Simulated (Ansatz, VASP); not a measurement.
## Y: VASP beside Ansatz

```
CELL_PARAMETERS angstrom
-2.01939 2.01939 2.01939
2.01939 -2.01939 2.01939
2.01939 2.01939 -2.01939
ATOMIC_POSITIONS crystal
Y 0.00000 0.00000 0.00000
```

Alike in both runs: task relaxation of cell and atoms; functional PBE; k mesh 14 × 14 × 14; occupations fermi-dirac, width 0.05 eV; no spin polarisation.

|  | VASP | Ansatz |
| --- | --- | --- |
| version | VASP 6.6.1 | Ansatz 0.2.0 |
| potentials or method | VASP PAW PBE potentials, release 64 (Y_sv) | PAW with Ansatz's default frozen-core files, scalar-relativistic |
| plane-wave cutoff (eV) | 600 | 420 |
| valence electrons in the cell | 11 | 11 |

```tsv
	VASP	Ansatz	Ansatz less VASP
relaxed volume (Å³/atom)	32.90	32.98	+0.089
relaxed length of the cell vector where the two differ most in proportion (Å)	3.496	3.499	+0.0032
```
